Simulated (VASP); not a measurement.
Input of a VASP 6.6.1 run:

The input INCAR:

```
SYSTEM = SnO2
ALGO = Normal ; EDIFF = 1E-7
ENCUT = 520 ; GGA = CA
ISIF = 2 ; ISMEAR = 0
LASPH = .TRUE. ; LCHARG = .FALSE.
LREAL = .FALSE. ; LWAVE = .FALSE.
NBANDS = 64 ; NELM = 100
PREC = Accurate ; SIGMA = 0.05
```

Contents of KPOINTS:

```
k-points
0
G
  6 6 6
  0 0 0
```

Contents of POSCAR:

```
SnO2
1.0
    3.1399128933      1.8128295542      4.0034244560
   -3.1399128933      1.8128295542      4.0034244560
    0.0000000000     -3.6256591083      4.0034244560
Sn O
4 8
Direct
    0.8645353782      0.8645353782      0.8645353782
    0.3648691645      0.3648691645      0.8648751974
    0.3648691645      0.8648751974      0.3648691645
    0.8648751974      0.3648691645      0.3648691645
    0.1199116729      0.6196051221      0.6196051221
    0.6196051221      0.1199116729      0.6196051221
    0.6196051221      0.6196051221      0.1199116729
    0.6099370359      0.6099370359      0.6099370359
    0.1198492242      0.1198492242      0.1198492242
    0.1096932183      0.1096932183      0.6100024814
    0.1096932183      0.6100024814      0.1096932183
    0.6100024814      0.1096932183      0.1096932183
```

Potentials or basis: VASP PAW LDA potentials, release 64 (Sn_d, O).

Launch:

```console
$ cat potpaw_LDA.64/Sn_d/POTCAR potpaw_LDA.64/O/POTCAR > POTCAR
$ mpirun -np 1 vasp_std > vasp.out
```

(1) Estimate the largest force.

(2) What does it give for the pressure?

(3) Estimate the band gap on the k mesh.

Answers

(1) 0.835 eV/Å.

(2) 15.5 GPa.

(3) 2.14 eV.

Caveat: the cell stands under pressure; spin-orbit coupling is left out, which moves the levels of the heavy elements.
